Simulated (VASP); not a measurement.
The system is Rh.

```
Rh
1.0
     2.69407    0.00000    0.00000
    -1.34703    2.33313    0.00000
     0.00000    0.00000    4.36864
Rh
2
Direct
  0.33333 0.66667 0.25000
  0.66667 0.33333 0.75000
```

Base run:

| Item | Value |
| --- | --- |
| Program | VASP 6.6.1 |
| Functional | r2SCAN |
| Potentials or basis | VASP PAW PBE potentials, release 64 (Rh_pv) |
| Cutoff | 520 eV |
| k mesh | 11 × 11 × 6 |
| Occupations | fermi-dirac, width 0.05 eV |
| Spin | no spin polarisation |

Its results: band gap on the k mesh zero (band 15 reaches 12.49 eV, above the bottom of band 16 at 10.05 eV); pressure 2.0 GPa.

Problem. The run is repeated on the same cell with these changes: functional from r2SCAN to PBEsol; further incar settings from ALGO = Normal; EDIFF = 1e-06; NBANDS = 22 to ALGO = Fast; EDIFF = 1e-07; NBANDS = 22. What comes out?

Solution. Band gap on the k mesh zero (band 15 reaches 12.50 eV, above the bottom of band 16 at 10.13 eV); pressure -3.7 GPa.

Caveats: the PAW data sets were made with another functional, which shifts forces and pressure a little.
